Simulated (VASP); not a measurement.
# Li16H (a cell with a defect) in VASP: single point with PBE

Aim: the single point of Li16H (a cell with a defect) with PBE.

Everything below comes from runs of VASP 6.6.1. Logs are shortened: lines on timing, memory, paths and dates and some standing lists are left out, and cuts for length are marked.

### 1 The cell of the first run

The cell holds a defect, 17 atoms: a = 6.980 Å, b = 6.980 Å, c = 6.980 Å, α = 90.00°, β = 90.00°, γ = 90.00°.

### 2 Single point, PBE

Input file INCAR:

```
SYSTEM = Li16H
PREC     = Accurate       ! precision mode
ENCUT    = 520            ! plane-wave cutoff, eV
EDIFF    = 1E-6           ! SCF threshold, eV
ISMEAR   = -1             ! smearing method
SIGMA    = 0.05           ! smearing width, eV
LREAL    = Auto         
LASPH    = .True.         ! aspherical terms in the spheres
NELM     = 80             ! most SCF steps
ALGO     = Normal         ! electronic algorithm
ISIF     = 2              ! what is computed and relaxed
LWAVE    = .False.        ! write WAVECAR
LCHARG   = .False.        ! write CHGCAR
GGA      = PE             ! functional
NBANDS   = 38             ! bands
```

Input file KPOINTS:

```
regular mesh
0
Gamma
  4 4 4
  0 0 0
```

Input file POSCAR:

```
Li16H
1.0
    6.9800000000      0.0000000000      0.0000000000
    0.0000000000      6.9800000000      0.0000000000
    0.0000000000      0.0000000000      6.9800000000
Li H
16 1
Direct
    0.0187002865      0.0000878223      0.0266822350
    0.4812478510      0.0000938395      0.0046766476
    0.0006222063      0.5001286533      0.0025548711
    0.0162878223      0.0001214900      0.4601826648
    0.2516398281      0.2543339542      0.2522381089
    0.4945540115      0.5001180516     -0.0141756447
    0.5067744986      0.0001252149      0.5056792264
    0.7357919771      0.2582203438      0.2431012894
   -0.0128925501      0.5000934097      0.4963782235
    0.2516422636      0.7458989971      0.2522706304
    0.2411666189      0.2541855301      0.7422925501
    0.5019809456      0.5000843840      0.5069763610
    0.7357808023      0.7419952722      0.2431386819
    0.7615623209      0.2383244986      0.7554270774
    0.2411797994      0.7460305158      0.7422595989
    0.7615512894      0.7618793696      0.7553929799
    0.1810068768      0.0001187679      0.2392150430
```

Potentials or basis: VASP PAW PBE potentials, release 64 (Li_sv, H).

On the command line:

```bash
$ cat potpaw_PBE.64/Li_sv/POTCAR potpaw_PBE.64/H/POTCAR > POTCAR
$ mpirun -np 1 vasp_std > vasp.out
```

OUTCAR:

```text
SYSTEM = Li16H
   PREC = Accurate
   ENCUT = 520
   EDIFF = 1E-6
   ISMEAR = -1
   LREAL = Auto
   LASPH = .True.
   NELM = 80
   ISIF = 2
   GGA = PE

 ion  position               nearest neighbor table
   1  0.019  0.000  0.027-
   2  0.481  0.000  0.005-
   3  0.001  0.500  0.003-
   4  0.016  0.000  0.460-
   5  0.252  0.254  0.252-
   6  0.495  0.500  0.986-
[... 9 lines left out ...]
  16  0.762  0.762  0.755-
  17  0.181  0.000  0.239-

  LATTYP: Found a simple cubic cell.
 ALAT       =     6.9800000000

  Lattice vectors:

 A1 = (   6.9800000000,   0.0000000000,   0.0000000000)
 A2 = (   0.0000000000,   6.9800000000,   0.0000000000)
 A3 = (   0.0000000000,   0.0000000000,   6.9800000000)

Analysis of symmetry for initial positions (statically):
=====================================================================
 Subroutine PRICEL returns:
 Original cell was already a primitive cell.

 Routine SETGRP: Setting up the symmetry group for a
 simple cubic supercell.

 Subroutine GETGRP returns: Found  1 space group operations
 (whereof  1 operations were pure point group operations)
 out of a pool of 48 trial point group operations.

The static configuration has the point symmetry C_1 .

Analysis of symmetry for dynamics (positions and initial velocities):
=====================================================================
 Subroutine PRICEL returns:
 Original cell was already a primitive cell.

 Routine SETGRP: Setting up the symmetry group for a
 simple cubic supercell.

 Subroutine GETGRP returns: Found  1 space group operations
 (whereof  1 operations were pure point group operations)
 out of a pool of 48 trial point group operations.

The dynamic configuration has the point symmetry C_1 .

 Subroutine INISYM returns: Found  1 space group operations
 (whereof  1 operations are pure point group operations),
 and found     1 'primitive' translations

----------------------------------------------------------------------------------------

                                     Primitive cell

  volume of cell :     340.0684

  direct lattice vectors                    reciprocal lattice vectors
     6.980000000  0.000000000  0.000000000     0.143266476  0.000000000  0.000000000
     0.000000000  6.980000000  0.000000000     0.000000000  0.143266476  0.000000000
     0.000000000  0.000000000  6.980000000     0.000000000  0.000000000  0.143266476

  length of vectors
     6.980000000  6.980000000  6.980000000     0.143266476  0.143266476  0.143266476

  position of ions in fractional coordinates (direct lattice)
     0.018700286  0.000087822  0.026682235
     0.481247851  0.000093840  0.004676648
     0.000622206  0.500128653  0.002554871
     0.016287822  0.000121490  0.460182665
     0.251639828  0.254333954  0.252238109
     0.494554012  0.500118052  0.985824355
[... 9 lines left out ...]
     0.761551289  0.761879370  0.755392980
     0.181006877  0.000118768  0.239215043

  ion indices of the primitive-cell ions
   primitive index   ion index
                 1           1
                 2           2
                 3           3
                 4           4
                 5           5
                 6           6
[... 9 lines left out ...]
                16          16
                17          17

----------------------------------------------------------------------------------------

 KPOINTS: regular mesh

Automatic generation of k-mesh.
 Grid dimensions read from file:
 generate k-points for:    4    4    4

 Generating k-lattice:

  Cartesian coordinates                     Fractional coordinates (reciprocal lattice)
     0.035816619  0.000000000  0.000000000     0.250000000  0.000000000  0.000000000
     0.000000000  0.035816619  0.000000000     0.000000000  0.250000000  0.000000000
     0.000000000  0.000000000  0.035816619     0.000000000  0.000000000  0.250000000

  Length of vectors
     0.035816619  0.035816619  0.035816619

  Shift w.r.t. Gamma in fractional coordinates (k-lattice)
     0.000000000  0.000000000  0.000000000

 Subroutine IBZKPT returns following result:
 ===========================================

 Found     36 irreducible k-points:

 Following reciprocal coordinates:
            Coordinates               Weight
  0.000000  0.000000  0.000000      1.000000
  0.250000  0.000000  0.000000      2.000000
  0.000000  0.250000  0.000000      2.000000
  0.000000  0.000000  0.250000      2.000000
  0.500000  0.000000  0.000000      1.000000
  0.000000  0.500000  0.000000      1.000000
[... 16 lines left out ...]
  0.250000  0.250000  0.250000      2.000000
 -0.250000  0.250000  0.250000      2.000000
 [... further k-points ...]
   k-points           NKPTS =     36   k-points in BZ     NKDIM =     36   number of bands    NBANDS=     38
   number of dos      NEDOS =    301   number of ions     NIONS =     17
   total plane-waves  NPLWV = 157464
   dimension x,y,z NGX =    54 NGY =   54 NGZ =   54
   dimension x,y,z NGXF=   108 NGYF=  108 NGZF=  108
   ions per type =              16   1
   NGX,Y,Z   is equivalent  to a cutoff of  12.86, 12.86, 12.86 a.u.
   NGXF,Y,Z  is equivalent  to a cutoff of  25.72, 25.72, 25.72 a.u.
 SYSTEM =  Li16H
   PREC   = accura    normal or accurate (medium, high low for compatibility)
   ISTART =      0    job   : 0-new  1-cont  2-samecut
   ICHARG =      2    charge: 1-file 2-atom 10-const
   ISPIN  =      1    spin polarized calculation?
   LNONCOLLINEAR =      F non collinear calculations
   LSORBIT =      F    spin-orbit coupling
   LASPH  =      T    aspherical Exc in radial PAW
   ENCUT  =  520.0 eV  38.22 Ry    6.18 a.u.  12.98 12.98 12.98*2*pi/ulx,y,z
   NELM   =     80;   NELMIN=  2; NELMDL= -5     # of ELM steps
   EDIFF  = 0.1E-05   stopping-criterion for ELM
   LREAL  =      T    real-space projection
   EDIFFG = 0.1E-04   stopping-criterion for IOM
   NSW    =      0    number of steps for IOM
[... 5 lines left out ...]
   TEBEG  =    0.0;   TEEND  =   0.0 temperature during run
   PSTRESS=    0.0 pullay stress
   NELECT =      49.0000    total number of electrons
   NUPDOWN=      -1.0000    fix difference up-down
   EMIN   =  10.00;   EMAX   =-10.00  energy-range for DOS
   EFERMI =   0.00;   METHOD = LEGACY
   ISMEAR =    -1;   SIGMA  =   0.05  broadening in eV -4-tet -1-fermi 0-gaus
   EFERMI_NEDOS =   21; number of points for ismear=-14 and -15
   IALGO  =     38    algorithm
   IMIX   =      4    mixing-type and parameters
     AMIX     =   0.40;   BMIX     =  1.00
     AMIX_MAG =   1.60;   BMIX_MAG =  1.00
  volume/ion in A,a.u.               =      20.00       134.99
  Fermi-wavevector in a.u.,A,eV,Ry     =   0.858258  1.621873 10.022155  0.736608
  Thomas-Fermi vector in A             =   1.975436
   LORBIT       =      0    0 simple, 1 ext, 2 COOP (PROOUT), +10 PAW based schemes
   GGA     = PE    functional components
   LHFCALC =     F    Hartree Fock is set to
   AEXX    =    0.0000 exact exchange contribution
   IVDW    =     0    specifies the selected vdW correction
   LEPSILON=     F    determine dielectric tensor
   LRPA    =     F    only Hartree local field effects (RPA)
 non-spin polarized calculation
  energy-cutoff  :      520.00
  volume of cell :      340.07
 maximum number of plane-waves:      9183
 NGX is ok and might be reduce to    54
   NGX = 25   NGY = 25   NGZ = 25

 number of electron      48.9999994 magnetization

 Free energy of the ion-electron system (eV)
  ---------------------------------------------------
  ext. energy  EPLUGINS =         0.00000000
  ---------------------------------------------------
  free energy    TOTEN  =       -34.21308470 eV

  energy without entropy =      -34.12473909  energy(sigma->0) =      -34.16891190

 E-fermi :   0.5660     XC(G=0):  -6.9678

 val. band max:        0.5634590545   @ k =   0.0000   0.5000   0.5000
 cond. band min:       0.5665114860   @ k =   0.5000   0.5000   0.0000
 fundamental gap:      0.0030524315
 Fermi energy:         0.5660182182

 k-point     1 :       0.0000    0.0000    0.0000
  band No.  band energies     occupation
      1     -46.2587      2.00000
      2     -46.2352      2.00000
      3     -46.1002      2.00000
      4     -46.0985      2.00000
      5     -46.0799      2.00000
      6     -46.0780      2.00000
[... 28 lines left out ...]
     35       3.6102      0.00000
     36       3.7831      0.00000

 k-point     2 :       0.2500    0.0000    0.0000
  band No.  band energies     occupation
      1     -46.2587      2.00000
      2     -46.2352      2.00000
      3     -46.1002      2.00000
      4     -46.0985      2.00000
      5     -46.0799      2.00000
      6     -46.0780      2.00000
[... 28 lines left out ...]
     35       3.7721      0.00000
     36       3.7749      0.00000

 k-point     3 :       0.0000    0.2500    0.0000
  band No.  band energies     occupation
      1     -46.2587      2.00000
      2     -46.2352      2.00000
      3     -46.1000      2.00000
      4     -46.0988      2.00000
      5     -46.0797      2.00000
      6     -46.0782      2.00000
[... 28 lines left out ...]
     35       3.7952      0.00000
     36       4.0026      0.00000
[... 742 lines left out ...]
 k-point    23 :       0.2500    0.2500    0.2500
  band No.  band energies     occupation
      1     -46.2587      2.00000
      2     -46.2352      2.00000
      3     -46.1000      2.00000
      4     -46.0988      2.00000
      5     -46.0797      2.00000
      6     -46.0782      2.00000
[... 28 lines left out ...]
     35       3.6938      0.00000
     36       4.1376      0.00000

 k-point    24 :      -0.2500    0.2500    0.2500
  band No.  band energies     occupation
      1     -46.2587      2.00000
      2     -46.2352      2.00000
      3     -46.1000      2.00000
      4     -46.0988      2.00000
      5     -46.0797      2.00000
      6     -46.0782      2.00000
[... 28 lines left out ...]
     35       3.6852      0.00000
     36       4.1634      0.00000

 [... further k-points ...]

 [bands above 36 left out]

------------------------ aborting loop because EDIFF is reached ----------------------------------------

  FORCE on cell =-STRESS in cart. coord.  units (eV):
  Direction    XX          YY          ZZ          XY          YZ          ZX
  --------------------------------------------------------------------------------------
  -------------------------------------------------------------------------------------
  Total       -1.8162508     -1.3267057     -1.7019241      0.0001561      0.0005039      0.3350648
  in kB       -8.5569723     -6.2505598     -8.0183408      0.0007354      0.0023741      1.5786035
  external PRESSURE =      -7.6086243 kB  Pullay stress =       0.0000000 kB

 VOLUME and BASIS-vectors are now :
 -----------------------------------------------------------------------------
  energy-cutoff  :      520.00
  volume of cell :      340.07
      direct lattice vectors                 reciprocal lattice vectors
     6.980000000  0.000000000  0.000000000     0.143266476  0.000000000  0.000000000
     0.000000000  6.980000000  0.000000000     0.000000000  0.143266476  0.000000000
     0.000000000  0.000000000  6.980000000     0.000000000  0.000000000  0.143266476

 POSITION                                       TOTAL-FORCE (eV/Angst)
 -----------------------------------------------------------------------------------
      0.13053      0.00061      0.18624        -0.000897     -0.000039      0.005569
      3.35911      0.00065      0.03264         0.017095     -0.000037     -0.019193
      0.00434      3.49090      0.01783        -0.011018      0.000152     -0.012500
      0.11369      0.00085      3.21208        -0.008982     -0.000098      0.016698
      1.75645      1.77525      1.76062         0.003724      0.015597      0.001279
      3.45199      3.49082      6.88105         0.003786      0.000640     -0.008897
[... 9 lines left out ...]
      5.31563      5.31792      5.27264         0.001324      0.013689     -0.003898
      1.26343      0.00083      1.66972         0.005277     -0.000202      0.015367
 -----------------------------------------------------------------------------------
    total drift:                                0.009550      0.001558      0.003642

  FREE ENERGIE OF THE ION-ELECTRON SYSTEM (eV)
  ---------------------------------------------------
  free  energy   TOTEN  =       -34.2130847015 eV

  energy  without entropy=      -34.1247390912  energy(sigma->0) =      -34.16891190
```

Wall time 20 min (1 thread of Intel Xeon 8259CL, shared host); peak memory 0.54 GiB.

What came out:

- Free energy: -34.2131 eV
- Largest force: 0.026 eV/Å
- Band gap on the k mesh: zero (an odd number of electrons rules out a gap without spin polarisation)

Forces on the atoms (eV/Å):
```
Li  -0.001  0.000  0.006
Li   0.017  0.000 -0.019
Li  -0.011  0.000 -0.013
Li  -0.009  0.000  0.017
Li   0.004  0.016  0.001
Li   0.004  0.001 -0.009
Li  -0.019  0.000 -0.016
Li   0.002  0.001 -0.001
Li  -0.001  0.000  0.008
Li   0.004 -0.015  0.001
Li  -0.004 -0.005  0.002
Li   0.009  0.000  0.014
Li   0.001 -0.001 -0.001
Li   0.001 -0.014 -0.004
Li  -0.004  0.004  0.003
Li   0.001  0.014 -0.004
H    0.005  0.000  0.015
```

Caveat: the cutoff is under 1.25 times the usual one of these potentials, so pressure, stress and relaxed cells hold a basis-set (Pulay) error.
